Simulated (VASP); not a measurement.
CaO, 2 atoms in the cell. Symmetry: Fm-3m, No. 225, cubic system. The conventional cell has a = 4.807 Å, b = 4.807 Å, c = 4.807 Å, α = 90.00°, β = 90.00°, γ = 90.00°. Ca (site symmetry m-3m) has 6 O at 2.40 Å within 3.2 Å. Within 3.2 Å of O (site symmetry m-3m) lie 6 Ca at 2.40 Å. 

| Quantity | Value |
| --- | --- |
| Program | VASP 6.6.1 |
| Task | single point |
| Functional | PBE |
| Potentials or basis | VASP PAW PBE potentials, release 64 (Ca_sv, O) |
| Cutoff | 520 eV |
| k mesh | 10 × 10 × 10 |
| Occupations | gaussian, width 0.05 eV |
| Spin | no spin polarisation |
| Dipole correction | no |
| Further INCAR settings | ALGO = Normal; EDIFF = 1e-07; NBANDS = 15 |

Potentials or basis: VASP PAW PBE potentials, release 64 (Ca_sv, O).

Command:

```console
$ cat potpaw_PBE.64/Ca_sv/POTCAR potpaw_PBE.64/O/POTCAR > POTCAR
$ mpirun -np 1 vasp_std > vasp.out
```

Hardware: 1 thread of Intel Xeon 8259CL, on a shared host.

Task: How long does it take, and how much memory?

Result: Wall time 42 s on 1 thread of Intel Xeon 8259CL (shared host), peak memory 0.17 GiB. Counts: scf iterations 14, k points 47.
